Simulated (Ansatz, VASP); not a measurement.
**Al3SiPd2: VASP beside Ansatz**

```xyz
6
Lattice="2.7207 -4.3177 0.0000 2.7207 4.3177 0.0000 0.0000 0.0000 4.3372" Properties=species:S:1:pos:R:3 pbc="T T T"
Al    2.7207   -1.6214    0.0000
Al    2.7207    1.6214    0.0000
Al    2.7207    0.0000    2.1686
Si    0.0000    0.0000    0.0000
Pd    1.3604   -2.1589    2.1686
Pd    1.3604    2.1589    2.1686
```

Change from the starting cell: species swapped into the LaAl2Cu3 type (Cmmm, No. 65).

Alike in both runs: functional PBE; k mesh 4 × 4 × 4; occupations gaussian, width 0.1 eV; no spin polarisation.

Ansatz relaxed the structure, and its values are those at the end. VASP's run is a single point on that final structure, the one shown.

|  | VASP | Ansatz |
| --- | --- | --- |
| version | VASP 6.6.1 | Ansatz 0.2.0 |
| potentials or method | VASP PAW PBE potentials, release 64 (Al, Si, Pd), cutoff 520 eV | scalar-relativistic, plane waves, PAW |
| valence electrons in the cell | 33 | 49 |

|  | VASP | Ansatz | Ansatz less VASP |
| --- | --- | --- | --- |
| gap on the k mesh at the Fermi level (eV) | none | none | - |
| pressure (GPa) | 0.1 | 0.1 | +0.02 |

A gap of «none» marks a metal or a gap that the smearing closes. With one functional, cell and mesh, what is left measures potentials, basis and numerics. VASP's potentials hold 33 valence electrons a cell and Ansatz's 49, so a difference there can come from the potentials and not from the codes.

The k mesh is coarse, so the values compare programs but aren't converged.
